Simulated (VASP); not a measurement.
# BP (I-4m2) in VASP: a series of runs, part 2 of 2

VASP 6.6.1. Earlier steps stand in the parts before.

**3. Single point, r2SCAN (strain +0.040 along x and y, +0.000 along z)**

Input file POSCAR:

```
BP
1.0
    0.0000000000      2.3597600000      2.2690000000
    2.3597600000      0.0000000000      2.2690000000
    2.3597600000      2.3597600000      0.0000000000
B P
1 1
Direct
    0.0000000000      0.0000000000      0.0000000000
    0.7500000000      0.7500000000      0.7500000000
```

Input file INCAR.step1:

```
SYSTEM = BP
PREC = Accurate ; ENCUT = 520
ISMEAR = 0 ; SIGMA = 0.05
LREAL = .FALSE. ; LASPH = .TRUE.
NELM = 100 ; NBANDS = 11
GGA = PE ; ALGO = Normal
EDIFF = 1E-4 ; LWAVE = .TRUE.
LCHARG = .FALSE.
```

Input file INCAR.step2:

```
SYSTEM = BP
PREC = Accurate ; ENCUT = 520
EDIFF = 1E-6 ; ISMEAR = 0
SIGMA = 0.05 ; LREAL = .FALSE.
LASPH = .TRUE. ; NELM = 100
ALGO = Normal ; ISIF = 2
LWAVE = .FALSE. ; LCHARG = .TRUE.
METAGGA = R2SCAN ; LMIXTAU = .TRUE.
LELF = .TRUE. ; LVHAR = .TRUE.
NBANDS = 11 ; ISTART = 1
```

Input file KPOINTS:

```
Automatic mesh
0
G
  10 10 10
  0 0 0
```

Potentials or basis: VASP PAW PBE potentials, release 64 (B, P).

The run is started by

```bash
cat potpaw_PBE.64/B/POTCAR potpaw_PBE.64/P/POTCAR > POTCAR
cp INCAR.step1 INCAR
mpirun -np 1 vasp_std > vasp.out
cp INCAR.step2 INCAR
mpirun -np 1 vasp_std > vasp.out
```

OUTCAR:

```text
SYSTEM = BP
   PREC = Accurate
   ENCUT = 520
   EDIFF = 1E-6
   ISMEAR = 0
   LREAL = .FALSE.
   LASPH = .TRUE.
   NELM = 100
   ISIF = 2
   METAGGA = R2SCAN
   ISTART = 1

 ion  position               nearest neighbor table
   1  0.000  0.000  0.000-   2 2.02   2 2.02   2 2.02   2 2.02
   2  0.750  0.750  0.750-   1 2.02   1 2.02   1 2.02   1 2.02

  LATTYP: Found a body centered tetragonal cell.
 ALAT       =     3.3372045959
 C/A-ratio  =     1.3598207331

  Lattice vectors:

 A1 = (   0.0000000000,  -2.3597600000,  -2.2690000000)
 A2 = (   0.0000000000,   2.3597600000,  -2.2690000000)
[... 513 lines left out ...]
      7      16.0795      0.00000
      8      16.0921      0.00000
      9      20.8364      0.00000
     10      21.9025      0.00000
     11      23.7637      0.00000

 [... further k-points ...]
[... 5 lines left out ...]
  --------------------------------------------------------------------------------------
  -------------------------------------------------------------------------------------
  Total       -2.4184785     -2.4184785     -0.8439759      0.0000000     -0.0000000      0.0000000
  in kB     -153.3390102   -153.3390102    -53.5106802      0.0000000     -0.0000000      0.0000000
  external PRESSURE =    -120.0629002 kB  Pullay stress =       0.0000000 kB

 VOLUME and BASIS-vectors are now :
 -----------------------------------------------------------------------------
  energy-cutoff  :      520.00
  volume of cell :       25.27
      direct lattice vectors                 reciprocal lattice vectors
     0.000000000  2.359760000  2.269000000    -0.211885955  0.211885955  0.220361393
     2.359760000  0.000000000  2.269000000     0.211885955 -0.211885955  0.220361393
     2.359760000  2.359760000  0.000000000     0.211885955  0.211885955 -0.220361393

 POSITION                                       TOTAL-FORCE (eV/Angst)
 -----------------------------------------------------------------------------------
      0.00000      0.00000      0.00000         0.000000      0.000000      0.000000
      3.53964      3.53964      3.40350        -0.000000     -0.000000     -0.000000
 -----------------------------------------------------------------------------------
    total drift:                                0.000017      0.000017      0.000069

  FREE ENERGIE OF THE ION-ELECTRON SYSTEM (eV)
  ---------------------------------------------------
  free  energy   TOTEN  =       -17.2117796715 eV

  energy  without entropy=      -17.2117796715  energy(sigma->0) =      -17.21177967
```

It took 60 s on 1 thread of Intel Xeon Platinum 8375C at 2.90GHz (Ice Lake), shared host; peak memory 0.16 GiB.

What came out:

* Free energy: -17.2118 eV
* Pressure: -12.0 GPa
* Band gap on the k mesh: 0.95 eV (least direct gap 3.13 eV)

Caveat: the cell differs from its parent crystal (strain +0.040 along x and y, +0.000 along z); the cell stands under tension; the PAW data sets were made with another functional, which shifts forces and pressure a little. A k mesh can miss the band edges.

**4. Single point, r2SCAN (strain +0.080 along x and y, +0.040 along z)**

Input file POSCAR:

```
BP
1.0
    0.0000000000      2.4505200000      2.3597600000
    2.4505200000      0.0000000000      2.3597600000
    2.4505200000      2.4505200000      0.0000000000
B P
1 1
Direct
    0.0000000000      0.0000000000      0.0000000000
    0.7500000000      0.7500000000      0.7500000000
```

Input file INCAR.step1:

```
SYSTEM = BP
ALGO = Normal
EDIFF = 1E-4
ENCUT = 520
GGA = PE
ISMEAR = 0
LASPH = .True.
LCHARG = .False.
LREAL = .False.
LWAVE = .True.
NBANDS = 11
NELM = 100
PREC = Accurate
SIGMA = 0.05
```

Input file INCAR.step2:

```
SYSTEM = BP
ALGO = Normal
EDIFF = 1E-7
ENCUT = 520
ISIF = 2
ISMEAR = 0
ISTART = 1
LASPH = .True.
LCHARG = .False.
LMIXTAU = .True.
LREAL = .False.
LWAVE = .False.
METAGGA = R2SCAN
NBANDS = 11
NELM = 100
PREC = Accurate
SIGMA = 0.05
```

Input file KPOINTS:

```
k-points
0
Gamma
  10 10 10
  0 0 0
```

The run is started by

```bash
cat potpaw_PBE.64/B/POTCAR potpaw_PBE.64/P/POTCAR > POTCAR
cp INCAR.step1 INCAR
mpirun -np 1 vasp_std > vasp.out
cp INCAR.step2 INCAR
mpirun -np 1 vasp_std > vasp.out
```

It took 2.1 min on 1 thread of Intel Xeon Platinum 8375C at 2.90GHz (Ice Lake), shared host; peak memory 0.17 GiB.

The run converged. Its results:

```
Free energy            : -16.8683 eV
Pressure               : -23.0 GPa
Band gap on the k mesh : 1.14 eV (least direct gap 3.04 eV)
```

Stress tensor (GPa, compression positive):
```
-25.80   0.00   0.00
  0.00 -25.80   0.00
  0.00   0.00 -17.30
```

Levels at points of the mesh, in eV from the valence-band top:
```
           k point  band 1  band 2  band 3  band 4  band 5  band 6  band 7  band 8
(0.00, 0.00, 0.00)  -14.80   -0.34   -0.34    0.00    3.04    3.28    3.28    4.87
(0.50, 0.00, 0.00)  -12.02   -8.39   -2.03   -1.62    2.69    4.54    4.88    9.93
(0.50, 0.50, 0.00)  -10.47   -8.17   -4.08   -4.08    1.36    1.55   11.02   11.02
(0.50, 0.00, 0.50)  -10.75   -8.45   -3.77   -3.71    1.77    2.01   10.69   11.19
```

Caveat: the cell differs from its parent crystal (strain +0.080 along x and y, +0.040 along z); the cell stands under tension; the PAW data sets were made with another functional, which shifts forces and pressure a little. A k mesh can miss the band edges.

**5. Overview**

| cell | gap on the mesh (eV) | pressure (GPa) |
| --- | --- | --- |
| a = 3.340, b = 3.340, c = 3.209 Å, angles 61.3, 61.3, 57.4°, 2 atoms | 0.95 | -11.8 |
| a = 3.274, b = 3.274, c = 3.337 Å, angles 59.4, 59.4, 61.3°, 2 atoms | 0.95 | -12.0 |
| a = 3.402, b = 3.402, c = 3.466 Å, angles 59.4, 59.4, 61.2°, 2 atoms | 1.14 | -23.0 |

Alike in all rows: task single point; level r2SCAN; potentials or basis VASP PAW PBE potentials, release 64 (B, P); no spin polarisation; k mesh 10 × 10 × 10; cutoff (eV) 520; smearing gaussian 0.05 eV.

Caveats: the cell stands under tension; the PAW data sets were made with another functional, which shifts forces and pressure a little.

Total energies depend on the potentials used, so only differences within one code and one set of settings carry meaning.
